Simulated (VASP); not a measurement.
A run of VASP 6.6.1 is set up as follows.

INCAR

```
SYSTEM = TaN
ALGO = Normal
EDIFF = 1E-6
ENCUT = 700
GGA = CA
GGA_COMPAT = .False.
ISIF = 2
ISMEAR = 0
LASPH = .True.
LCHARG = .False.
LREAL = .False.
LWAVE = .False.
NBANDS = 16
NELM = 120
PREC = Accurate
SIGMA = 0.15
```

KPOINTS

```
k-points
0
Gamma
  18 18 18
  0 0 0
```

The input POSCAR:

```
TaN
1.0
    0.0000000000      2.1742693740      2.1742693740
    2.1742693740      0.0000000000      2.1742693740
    2.1742693740      2.1742693740      0.0000000000
Ta N
1 1
Direct
    0.4973832296      0.5026167704      0.5026167704
    0.0338044590     -0.0338044590     -0.0338044590
```

Potentials or basis: VASP PAW LDA potentials, release 64 (Ta_sv_GW, N).

Run with:

```sh
$ cat potpaw_LDA.64/Ta_sv_GW/POTCAR potpaw_LDA.64/N/POTCAR > POTCAR
$ mpirun -np 1 vasp_std > vasp.out
```

(1) Predict the band gap on the k mesh.

(2) Estimate the largest force.

(3) What does it give for the pressure?

Results:

(1) zero (bands 9 and 10 overlap by 3.62 eV).

(2) 1.678 eV/Å.

(3) 5.8 GPa.

Caveat: the cell differs from its parent crystal (atoms displaced along a vibrational mode); the stress differs along the axes, from 1 to 15 GPa; spin-orbit coupling is left out, which moves the levels of the heavy elements; forces of over 1 eV/Å act on the atoms, so gaps and moduli don't describe the material at rest.
